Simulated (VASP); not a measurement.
## Ag2IBr: single point with r2SCAN

Crystal: Ag2IBr.

```
Br Ag I
1.0
     4.28279    0.00000    0.00000
     0.00000    4.28279    0.00000
     0.00000    0.00000    5.96411
Br Ag I
1 2 1
Direct
  0.00000 0.00000 0.00000
  0.00000 0.00000 0.50000
  0.50000 0.50000 0.00000
  0.50000 0.50000 0.50000
```

| Property | Result |
| --- | --- |
| Program | VASP 6.6.1 |
| Task | single point |
| Functional | r2SCAN |
| Potentials or basis | VASP PAW PBE potentials, release 64 (Br, Ag, I) |
| Cutoff | 520 eV |
| k mesh | 6 × 6 × 4 |
| Occupations | gaussian, width 0.01 eV |
| Spin | no spin polarisation |

* Pressure: -1.2 GPa
* Band gap on the k mesh: 1.10 eV (least direct gap 2.88 eV)

Levels at points of the mesh, in eV from the valence-band top:
```
           k point  band 16  band 17  band 18  band 19  band 20  band 21
(0.00, 0.00, 0.00)    -1.87    -1.78    -1.78     1.10     1.50     6.27
(0.50, 0.00, 0.00)    -2.13    -0.76    -0.15     4.22     5.05     5.06
(0.50, 0.50, 0.00)    -2.69    -2.68    -2.62     1.13     1.73     6.42
(0.00, 0.00, 0.50)    -1.83    -1.78    -1.78     3.07     3.65     6.47
(0.50, 0.00, 0.50)    -0.43    -0.16     0.00     3.49     4.22     6.04
(0.50, 0.50, 0.50)    -2.52    -2.04    -1.63     3.01     4.29     6.77
```

Run time: 100 s on 1 thread of Intel(R) Xeon(R) 6975P-C (Granite Rapids) (shared host), peak memory 0.28 GiB.

Caveat: the PAW data sets were made with another functional, which shifts forces and pressure a little; spin-orbit coupling is left out, which moves the levels of the heavy elements. A k mesh can miss the band edges.
